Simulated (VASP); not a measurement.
Set up this calculation in VASP 6.6.1, as the native input.

```
Task                   : relaxation of cell and atoms
Functional             : PBEsol
Potentials or basis    : VASP PAW PBE potentials, release 64 (Zn)
Cutoff                 : 600 eV
k mesh                 : 24 × 24 × 24
Occupations            : gaussian, width 0.1 eV
Spin                   : no spin polarisation
Dipole correction      : no
Further INCAR settings : ALGO = Normal; EDIFF = 1e-06; IBRION = 2; EDIFFG = -0.01; NSW = 100; ISIF = 3
```

The structure of Zn lies in POSCAR:

```
Zn
1.0
    1.4339441800      0.8278880583      2.0329286846
   -1.4339441800      0.8278880583      2.0329286846
    0.0000000000     -1.6557761166      2.0329286846
Zn
1
Direct
    0.5000000000      0.5000000000      0.5000000000
```

One way to write it, as run:

INCAR

```
SYSTEM = Zn
  PREC = Accurate
  ENCUT = 600
  EDIFF = 1E-6
  ISMEAR = 0
  SIGMA = 0.1
  LREAL = .FALSE.
  LASPH = .TRUE.
  NELM = 100
  ALGO = Normal
  ISIF = 3
  LWAVE = .FALSE.
  LCHARG = .FALSE.
  GGA = PS
  IBRION = 2
  NSW = 100
  EDIFFG = -0.01
```

KPOINTS

```
regular mesh
0
G
  24 24 24
  0 0 0
```

Potentials or basis: VASP PAW PBE potentials, release 64 (Zn).

Run with:

```console
$ cat potpaw_PBE.64/Zn/POTCAR > POTCAR
$ mpirun -np 1 vasp_std > vasp.out
```

Results of the run:

```yaml
Relaxed_volume: 14.21 Å³/atom
Relaxed_cell: a = 2.704 Å, b = 2.704 Å, c = 2.704 Å, α = 60.73°, β = 60.73°, γ = 60.73°
Space_group_after_relaxing_to_0.05_Å: R-3m (No. 166)
Energy_gained_by_relaxing: 15.2 meV/atom
Ionic_steps: 10
Pressure_after_relaxing: 0.0 GPa
Band_gap_on_the_k_mesh: zero (band 6 reaches 5.63 eV, above the bottom of band 7 at 2.04 eV)
```

Caveat: the PAW data sets were made with another functional, which shifts forces and pressure a little.

It took 10 min on 1 thread of Intel(R) Xeon(R) Platinum 8259CL CPU @ 2.50GHz (Skylake/Cascade Lake), with other jobs on the host, peak memory 0.39 GiB.
